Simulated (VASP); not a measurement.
Ru:

```xyz
2
Lattice="2.6844 0.0000 0.0000 -1.3422 2.3248 0.0000 0.0000 0.0000 4.3488" Properties=species:S:1:pos:R:3 pbc="T T T"
Ru    0.0000    1.5499    1.0872
Ru    1.3422    0.7749    3.2616
```

| Quantity | Value |
| --- | --- |
| Program | VASP 6.6.1 |
| Task | relaxation of cell and atoms |
| Functional | LDA |
| Potentials or basis | VASP PAW LDA potentials, release 64 (Ru_pv) |
| Cutoff | 600 eV |
| k mesh | 18 × 18 × 10 |
| Occupations | fermi-dirac, width 0.05 eV |
| Spin | no spin polarisation |

At the start: pressure -11.5 GPa; volume 13.57 Å³/atom.

Problem. Where does the relaxation end?

Solution. Over 8 steps the energy falls by 25.0 meV/atom and the volume is 13.12 Å³/atom (-3.3 %); space group P6_3/mmc (No. 194, to 0.1 Å) before and after.

The path:
| step | energy change (eV) | largest force (eV/Å) | pressure (GPa) | volume (Å³) |
| --- | --- | --- | --- | --- |
| 1 | 0.0000 | 0.0000 | -11.52 | 27.14 |
| 2 | 0.3993 | 0.0000 | 54.66 | 23.46 |
| 3 | -0.0458 | 0.0000 | 0.52 | 26.19 |
| 4 | -0.0459 | 0.0000 | 1.23 | 26.15 |
| 5 | -0.0474 | 0.0000 | -0.94 | 26.32 |
| 6 | -0.0501 | 0.0000 | -0.07 | 26.25 |
| 7 | -0.0501 | 0.0000 | 0.19 | 26.23 |
| 8 | -0.0501 | 0.0000 | 0.04 | 26.24 |

Final structure:
```
Ru
1.0
     2.67632    0.00000    0.00000
    -1.33816    2.31776    0.00000
     0.00000    0.00000    4.23028
Ru
2
Direct
  0.33333 0.66667 0.25000
  0.66667 0.33333 0.75000
```
